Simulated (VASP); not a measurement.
Input of a VASP 6.6.1 run:

File POSCAR:

```
GaAs
1.0
    0.0000000000      2.8268505379      2.8268505379
    2.8268505379      0.0000000000      2.8268505379
    2.8268505379      2.8268505379      0.0000000000
Ga As
1 1
Direct
    0.0000000000      0.0000000000      0.0000000000
    0.7500000000      0.7500000000      0.7500000000
```

INCAR.step1

```
PREC = Accurate
ENCUT = 520
EDIFF = 1E-5
ISMEAR = 0
SIGMA = 0.05
LREAL = False
LASPH = True
NELM = 60
ALGO = Normal
ISIF = 2
LWAVE = True
LCHARG = False
GGA = PE
NBANDS = 16
```

INCAR.step2

```
PREC = Accurate
ENCUT = 520
EDIFF = 1E-6
ISMEAR = 0
SIGMA = 0.05
LREAL = False
LASPH = True
NELM = 60
ALGO = Normal
ISIF = 2
LWAVE = False
LCHARG = False
METAGGA = R2SCAN
LHFCALC = True
AEXX = 0.15
LMIXTAU = True
PRECFOCK = Normal
ISTART = 1
NBANDS = 16
```

KPOINTS

```
Automatic mesh
0
Gamma
  4 4 4
```

Potentials or basis: VASP PAW PBE potentials, release 64 (Ga_d, As).

The run is started by

```sh
$ cat potpaw_PBE.64/Ga_d/POTCAR potpaw_PBE.64/As/POTCAR > POTCAR
$ cp INCAR.step1 INCAR
$ mpirun -np 1 vasp_std > vasp.out
$ cp INCAR.step2 INCAR
$ mpirun -np 1 vasp_std > vasp.out
```

(1) Estimate the band gap on the k mesh.

(2) Estimate the pressure.

Answers

(1) 1.84 eV.

(2) 0.0 GPa.

Caveat: the k points lie up to 0.48 Å⁻¹ apart; the PAW data sets were made with another functional, which shifts forces and pressure a little.
